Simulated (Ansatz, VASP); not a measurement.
**Two plane-wave programs on TiB5**

```
Ti B
1.0
     3.15777    0.00000    0.00000
     0.00000    3.64990    0.00000
     0.00000    0.00000    3.80890
Ti B
1 5
Direct
  0.00000 0.00000 0.00000
  0.18779 0.00000 0.65252
  0.81221 0.00000 0.65252
  0.81221 0.00000 0.34748
  0.18779 0.00000 0.34748
  0.50000 0.00000 0.50000
```

Alike in both runs: task single point; functional PBE; k mesh 6 × 6 × 4; occupations gaussian, width 0.1 eV; no spin polarisation.

|  | VASP | Ansatz |
| --- | --- | --- |
| version | VASP 6.6.1 | Ansatz 0.2.0 |
| potentials or method | VASP PAW PBE potentials, release 64 (Ti_sv, B), cutoff 520 eV | scalar-relativistic, plane waves, PAW |
| valence electrons in the cell | 27 | 27 |

|  | VASP | Ansatz | Ansatz less VASP |
| --- | --- | --- | --- |
| gap on the k mesh at the Fermi level (eV) | none | none | - |
| rms of the force components (eV/Å) | 10.596 | 10.235 | -0.3610 |

Atom by atom the forces differ by 0.368 eV/Å (rms over components). A gap of «none» marks a metal or a gap that the smearing closes. The functional is the same, so the differences come from potentials, cutoffs and numerics.

The k mesh is coarse, so the values compare programs but aren't converged.
